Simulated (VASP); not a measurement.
# Sb (P6_3/mmc) in VASP: notebook

Runs on Sb. Level: PBEsol. Tasks: single point.

All numbers are computed with VASP 6.6.1; they aren't measurements. Logs are shortened: lines on timing, memory, paths and dates and some standing lists are left out, and cuts for length are marked.

### 1 The cell of the first run

Symmetry: P6_3/mmc, No. 194, hexagonal system. Conventional cell: a = 2.475 Å, b = 2.475 Å, c = 3.940 Å, α = 90.00°, β = 90.00°, γ = 120.00°. Within 3.2 Å of Sb (site symmetry -6m2) lie 12 Sb at 2.43 to 2.48 Å.

### 2 Single point, PBEsol (volume scaled by 0.4)

File INCAR:

```
ALGO = Normal ; EDIFF = 1E-7
ENCUT = 520 ; GGA = PS
ISIF = 2 ; ISMEAR = -1
LASPH = True ; LCHARG = True
LELF = True ; LREAL = False
LVHAR = True ; LWAVE = False
NBANDS = 12 ; NELM = 80
PREC = Accurate ; SIGMA = 0.1
```

File KPOINTS:

```
k-points
0
Gamma
  13 13 7
```

File POSCAR:

```
Sb
1.0
    2.4750484877      0.0000000000      0.0000000000
   -1.2375242438      2.1434548659      0.0000000000
    0.0000000000      0.0000000000      3.9396567784
Sb
2
Direct
    0.3333333333      0.6666666667      0.2500000000
    0.6666666667      0.3333333333      0.7500000000
```

Potentials or basis: VASP PAW PBE potentials, release 64 (Sb).

Command:

```
> cat potpaw_PBE.64/Sb/POTCAR > POTCAR
> mpirun -np 1 vasp_std > vasp.out
```

OUTCAR:

```text
EDIFF = 1E-7
   ENCUT = 520
   GGA = PS
   ISIF = 2
   ISMEAR = -1
   LASPH = True
   LREAL = False
   NELM = 80
   PREC = Accurate

 ion  position               nearest neighbor table
   1  0.333  0.667  0.250-   2 2.43   2 2.43   2 2.43   2 2.43   2 2.43   2 2.43   2 3.47   2 3.47
                             2 3.47   2 3.47   2 3.47   2 3.47
   2  0.667  0.333  0.750-   1 2.43   1 2.43   1 2.43   1 2.43   1 2.43   1 2.43   1 3.47   1 3.47
                             1 3.47   1 3.47   1 3.47   1 3.47

  LATTYP: Found a hexagonal cell.
 ALAT       =     2.4750484877
 C/A-ratio  =     1.5917493326

  Lattice vectors:

 A1 = (   2.4750484877,   0.0000000000,   0.0000000000)
 A2 = (  -1.2375242438,   2.1434548659,   0.0000000000)
 A3 = (   0.0000000000,   0.0000000000,   3.9396567784)

Analysis of symmetry for initial positions (statically):
=====================================================================
 Subroutine PRICEL returns:
 Original cell was already a primitive cell.

 Routine SETGRP: Setting up the symmetry group for a
 hexagonal supercell.

 Subroutine GETGRP returns: Found 24 space group operations
 (whereof 12 operations were pure point group operations)
 out of a pool of 24 trial point group operations.

The static configuration has the point symmetry D_3d.
 The point group associated with its full space group is D_6h.

Analysis of symmetry for dynamics (positions and initial velocities):
=====================================================================
 Subroutine PRICEL returns:
 Original cell was already a primitive cell.

 Routine SETGRP: Setting up the symmetry group for a
 hexagonal supercell.

 Subroutine GETGRP returns: Found 24 space group operations
 (whereof 12 operations were pure point group operations)
 out of a pool of 24 trial point group operations.

The dynamic configuration has the point symmetry D_3d.
 The point group associated with its full space group is D_6h.

 Subroutine INISYM returns: Found 24 space group operations
 (whereof 12 operations are pure point group operations),
 and found     1 'primitive' translations

----------------------------------------------------------------------------------------

                                     Primitive cell

  volume of cell :      20.9005

  direct lattice vectors                    reciprocal lattice vectors
     2.475048488  0.000000000  0.000000000     0.404032489  0.233268266  0.000000000
    -1.237524244  2.143454866  0.000000000     0.000000000  0.466536532  0.000000000
     0.000000000  0.000000000  3.939656778     0.000000000  0.000000000  0.253829218
[... 89 lines left out ...]
   NFREE  =      0    steps in history (QN), initial steepest desc. (CG)
   ISIF   =      2    stress and relaxation
   ISYM   =      2    0-nonsym 1-usesym 2-fastsym
   POTIM  = 0.5000    time-step for ionic-motion
   TEBEG  =    0.0;   TEEND  =   0.0 temperature during run
   PSTRESS=    0.0 pullay stress
   NELECT =      10.0000    total number of electrons
   NUPDOWN=      -1.0000    fix difference up-down
   EMIN   =  10.00;   EMAX   =-10.00  energy-range for DOS
   EFERMI =   0.00;   METHOD = LEGACY
   ISMEAR =    -1;   SIGMA  =   0.10  broadening in eV -4-tet -1-fermi 0-gaus
   EFERMI_NEDOS =   21; number of points for ismear=-14 and -15
   IALGO  =     38    algorithm
   IMIX   =      4    mixing-type and parameters
     AMIX     =   0.40;   BMIX     =  1.00
     AMIX_MAG =   1.60;   BMIX_MAG =  1.00
  volume/ion in A,a.u.               =      10.45        70.52
  Fermi-wavevector in a.u.,A,eV,Ry     =   1.280431  2.419663 22.306783  1.639502
  Thomas-Fermi vector in A             =   2.412859
   LORBIT       =      0    0 simple, 1 ext, 2 COOP (PROOUT), +10 PAW based schemes
   GGA     = PS    functional components
   LHFCALC =     F    Hartree Fock is set to
   AEXX    =    0.0000 exact exchange contribution
   IVDW    =     0    specifies the selected vdW correction
   LEPSILON=     F    determine dielectric tensor
   LRPA    =     F    only Hartree local field effects (RPA)
 non-spin polarized calculation
  energy-cutoff  :      520.00
  volume of cell :       20.90
 maximum number of plane-waves:       576
   NGX =  9   NGY =  9   NGZ = 15

 number of electron      10.0000002 magnetization

 Free energy of the ion-electron system (eV)
  ---------------------------------------------------
  ext. energy  EPLUGINS =         0.00000000
  ---------------------------------------------------
  free energy    TOTEN  =        13.43544023 eV

  energy without entropy =       13.46464464  energy(sigma->0) =       13.45004244

 E-fermi :  28.1989     XC(G=0): -14.9287

 val. band max:       28.1757038650   @ k =   0.3846   0.2308   0.1429
 cond. band min:      28.2172656713   @ k =   0.3846   0.0000   0.1429
 fundamental gap:      0.0415618064
 Fermi energy:        28.1989265770

 k-point     1 :       0.0000    0.0000    0.0000
  band No.  band energies     occupation
      1       2.6496      2.00000
      2      13.1377      2.00000
      3      15.6348      2.00000
      4      34.6682      0.00000
      5      36.4975      0.00000
      6      36.4975      0.00000
      7      37.0271      0.00000
      8      37.6741      0.00000
      9      38.6216      0.00000
     10      38.6216      0.00000
     11      42.2097      0.00000
     12      42.2097      0.00000
[... 331 lines left out ...]
 k-point    24 :       0.1538    0.0000    0.1429
  band No.  band energies     occupation
      1       3.7811      2.00000
      2      12.0094      2.00000
      3      18.9204      2.00000
      4      29.5464      0.00000
      5      33.0741      0.00000
      6      34.1540      0.00000
      7      35.9296      0.00000
      8      36.8523      0.00000
      9      39.1590      0.00000
     10      39.9248      0.00000
     11      41.4437      0.00000
     12      41.6959      0.00000

 [... further k-points ...]
[... 5 lines left out ...]
  --------------------------------------------------------------------------------------
  -------------------------------------------------------------------------------------
  Total       70.4616877     70.4616877     70.3052647      0.0000000      0.0000000      0.0000000
  in kB     5401.4104567   5401.4104565   5389.4194778      0.0000001      0.0000000      0.0000000
  external PRESSURE =    5397.4134637 kB  Pullay stress =       0.0000000 kB

 VOLUME and BASIS-vectors are now :
 -----------------------------------------------------------------------------
  energy-cutoff  :      520.00
  volume of cell :       20.90
      direct lattice vectors                 reciprocal lattice vectors
     2.475048488  0.000000000  0.000000000     0.404032489  0.233268266  0.000000000
    -1.237524244  2.143454866  0.000000000     0.000000000  0.466536532  0.000000000
     0.000000000  0.000000000  3.939656778     0.000000000  0.000000000  0.253829218

 POSITION                                       TOTAL-FORCE (eV/Angst)
 -----------------------------------------------------------------------------------
     -0.00000      1.42897      0.98491        -0.000000      0.000000      0.000000
      1.23752      0.71448      2.95474         0.000000     -0.000000      0.000000
 -----------------------------------------------------------------------------------
    total drift:                               -0.000000      0.000000      0.000000

  FREE ENERGIE OF THE ION-ELECTRON SYSTEM (eV)
  ---------------------------------------------------
  free  energy   TOTEN  =        13.4354402349 eV

  energy  without entropy=       13.4646446385  energy(sigma->0) =       13.45004244
```

OSZICAR:

```text
N       E                     dE             d eps       ncg     rms          rms(c)
DAV:   1     0.671118572536E+02    0.67112E+02   -0.39479E+03  2016   0.717E+02
DAV:   2     0.143751006611E+02   -0.52737E+02   -0.50994E+02  2648   0.148E+02
DAV:   3     0.126458302334E+02   -0.17293E+01   -0.16882E+01  2472   0.279E+01
DAV:   4     0.126347352034E+02   -0.11095E-01   -0.11093E-01  2348   0.277E+00
DAV:   5     0.126346562891E+02   -0.78914E-04   -0.78911E-04  2436   0.239E-01    0.147E+01
DAV:   6     0.131626698698E+02    0.52801E+00   -0.84473E-02  2188   0.202E+00    0.964E+00
DAV:   7     0.134194827948E+02    0.25681E+00   -0.19692E-01  2216   0.314E+00    0.467E-01
DAV:   8     0.134354202503E+02    0.15937E-01   -0.16007E-02  2128   0.917E-01    0.194E-01
DAV:   9     0.134354225147E+02    0.22644E-05   -0.90673E-05  2580   0.735E-02    0.460E-02
DAV:  10     0.134354404081E+02    0.17893E-04   -0.14022E-05  2192   0.265E-02    0.289E-02
DAV:  11     0.134354401473E+02   -0.26078E-06   -0.12874E-06  2304   0.869E-03    0.900E-04
DAV:  12     0.134354402349E+02    0.87519E-07   -0.27834E-08  1772   0.130E-03
   1 F= 0.13435440E+02 E0= 0.13450042E+02  d E =-.292044E-01
```

stdout:

```text
POSCAR found type information on POSCAR Sb
 POSCAR found :  1 types and       2 ions
 scaLAPACK will be used
 -----------------------------------------------------------------------------
|                                                                             |
|                                                                             |
|     You enforced a specific xc type in the INCAR file but a different       |
|     I HOPE YOU KNOW WHAT YOU ARE DOING!                                     |
|                                                                             |
 -----------------------------------------------------------------------------

 LDA part: xc-table for (Slater+PW92), standard interpolation
 POSCAR, INCAR and KPOINTS ok, starting setup
 FFT: planning ... GRIDC
 FFT: planning ... GRID_SOFT
 FFT: planning ... GRID
 WAVECAR not read
 entering main loop
```

Run time: 24 s. Hardware: 1 thread of Intel Xeon 6975P-C, shared host; peak memory 0.14 GiB.

Results:

* Free energy: 13.4354 eV
* Pressure: 539.7 GPa
* Band gap on the k mesh: zero (band 5 reaches 36.66 eV, above the bottom of band 6 at 20.91 eV)

Stress tensor (GPa, compression positive):
```
540.14   0.00   0.00
  0.00 540.14   0.00
  0.00   0.00 538.94
```

Caveat: the cell differs from its parent crystal (volume scaled by 0.4); the PAW data sets were made with another functional, which shifts forces and pressure a little; spin-orbit coupling is left out, which moves the levels of the heavy elements.

### 3 Single point, PBEsol (volume scaled by 0.4)

File INCAR:

```
SYSTEM = Sb
PREC = Accurate ; ENCUT = 520
EDIFF = 1E-6 ; ISMEAR = -1
SIGMA = 0.1 ; LREAL = .FALSE.
LASPH = .TRUE. ; NELM = 80
ALGO = Normal ; ISIF = 2
LWAVE = .FALSE. ; LCHARG = .FALSE.
GGA = PS ; NBANDS = 12
```

File KPOINTS:

```
regular mesh
0
G
  13 13 7
  0 0 0
```

POSCAR is that of step 2.

Potentials or basis: VASP PAW PBE potentials, release 64 (Sb).

Command:

```
> cat potpaw_PBE.64/Sb/POTCAR > POTCAR
> mpirun -np 1 vasp_std > vasp.out
```

Wall time 22 s (1 thread of Intel Xeon 6975P-C, shared host); peak memory 0.14 GiB.

Results (log left out):

* Free energy: 13.4354 eV
* Pressure: 539.7 GPa
* Band gap on the k mesh: zero (band 5 reaches 36.66 eV, above the bottom of band 6 at 20.91 eV)

Stress tensor (GPa, compression positive):
```
540.14   0.00   0.00
  0.00 540.14   0.00
  0.00   0.00 538.94
```

Levels at points of the mesh, in eV from the Fermi level:
```tsv
k point	band 3	band 4	band 5	band 6	band 7	band 8
(0.00, 0.00, 0.00)	-12.56	6.47	8.30	8.30	8.83	9.48
```

Caveat: the cell differs from its parent crystal (volume scaled by 0.4); the PAW data sets were made with another functional, which shifts forces and pressure a little; spin-orbit coupling is left out, which moves the levels of the heavy elements.

### 4 Single point, PBEsol (volume scaled by 0.5)

File INCAR:

```
SYSTEM = Sb
  PREC = Accurate
  ENCUT = 520
  EDIFF = 1E-7
  ISMEAR = -1
  SIGMA = 0.1
  LREAL = .FALSE.
  LASPH = .TRUE.
  NELM = 80
  ALGO = Normal
  ISIF = 2
  LWAVE = .FALSE.
  LCHARG = .FALSE.
  GGA = PS
  NBANDS = 12
```

KPOINTS is that of step 3.

File POSCAR:

```
Sb
1.0
    2.6640508655      0.0000000000      0.0000000000
   -1.3320254328      2.3071357265      0.0000000000
    0.0000000000      0.0000000000      4.2506054859
Sb
2
Direct
    0.3333333333      0.6666666667      0.2500000000
    0.6666666667      0.3333333333      0.7500000000
```

Command:

```
> cat potpaw_PBE.64/Sb/POTCAR > POTCAR
> mpirun -np 1 vasp_std > vasp.out
```

Wall time 30 s (1 thread of Intel Xeon 6975P-C, shared host); peak memory 0.15 GiB.

Results (log left out):

```
Free energy            : 1.4522 eV
Pressure               : 240.7 GPa
Band gap on the k mesh : zero (band 5 reaches 29.98 eV, above the bottom of band 6 at 15.74 eV)
```

Levels at points of the mesh, in eV from the Fermi level:
| k point | band 1 | band 2 | band 3 | band 4 | band 5 | band 6 | band 7 | band 8 | band 9 | band 10 |
| --- | --- | --- | --- | --- | --- | --- | --- | --- | --- | --- |
| (0.00, 0.00, 0.00) | -21.51 | -12.22 | -11.56 | 7.10 | 7.10 | 7.96 | 9.52 | 9.52 | 9.52 | 10.59 |

Caveat: the cell differs from its parent crystal (volume scaled by 0.5); the PAW data sets were made with another functional, which shifts forces and pressure a little; spin-orbit coupling is left out, which moves the levels of the heavy elements.

### 5 Single point, PBEsol

This run uses another cell than the first one, of 15.68 Å³/atom, 1.500 times its volume.

File INCAR:

```
SYSTEM = Sb
PREC = Accurate
ENCUT = 520
EDIFF = 1E-6
ISMEAR = -1
SIGMA = 0.1
LREAL = .FALSE.
LASPH = .TRUE.
NELM = 100
ALGO = Normal
ISIF = 2
LWAVE = .FALSE.
LCHARG = .FALSE.
GGA = PS
NBANDS = 12
```

File KPOINTS:

```
Automatic mesh
0
G
  13 13 7
  0 0 0
```

File POSCAR:

```
Sb
1.0
    2.8307127973      0.0000000000      0.0000000000
   -1.4153563987      2.4514691933      0.0000000000
    0.0000000000      0.0000000000      4.5177838980
Sb
2
Direct
    0.3333333333      0.6666666667      0.2500000000
    0.6666666667      0.3333333333      0.7500000000
```

Command:

```
> cat potpaw_PBE.64/Sb/POTCAR > POTCAR
> mpirun -np 1 vasp_std > vasp.out
```

Run time: 34 s. Hardware: 1 thread of Intel Xeon 6975P-C, shared host; peak memory 0.17 GiB.

It converged, with:

- Free energy: -4.0753 eV
- Pressure: 114.9 GPa
- Band gap on the k mesh: zero (band 5 reaches 24.87 eV, above the bottom of band 6 at 12.46 eV)

Stress tensor (GPa, compression positive):
```
114.80   0.00   0.00
  0.00 114.80   0.00
  0.00   0.00 115.11
```

Levels at points of the mesh, in eV from the Fermi level:
```tsv
k point	band 1	band 2	band 3	band 4	band 5	band 6	band 7	band 8	band 9	band 10
(0.00, 0.00, 0.00)	-18.77	-10.74	-10.24	6.04	6.04	8.56	8.56	8.62	9.46	10.56
```

Caveat: the PAW data sets were made with another functional, which shifts forces and pressure a little; spin-orbit coupling is left out, which moves the levels of the heavy elements.

[end of part 1 of 2]
